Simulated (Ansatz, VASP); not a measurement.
# In: VASP beside Ansatz

```
CELL_PARAMETERS angstrom
-1.58515 1.63463 2.47395
1.63463 -1.58515 2.47395
1.61767 1.61767 -2.44143
ATOMIC_POSITIONS crystal
In 0.00000 0.00000 0.00000
```

Change from the starting cell: equal xy, yz and zx shear strains of +2 %.

Alike in both runs: task single point; functional LDA; k mesh 14 × 14 × 14; occupations fermi-dirac, width 0.05 eV; no spin polarisation.

```csv
,VASP,Ansatz
version,VASP 6.6.1,Ansatz 0.2.0
potentials or method,"VASP PAW LDA potentials, release 64 (In_d), cutoff 520 eV","all-electron LAPW, scalar-relativistic"
```

VASP gave:

| Item | Value |
| --- | --- |
| pressure (GPa) | -2.7 |
| traceless stress, the component that is largest in VASP (GPa) | 0.16 |

**Question.** Estimate Ansatz's values.

**Answer.** Pressure (GPa): -2.6; traceless stress, the component that is largest in VASP (GPa): 0.16.

LDA's correlation is that of Perdew and Zunger in VASP and of Perdew and Wang (1992) in Ansatz. Ansatz ran all-electron here, and VASP with PAW potentials.
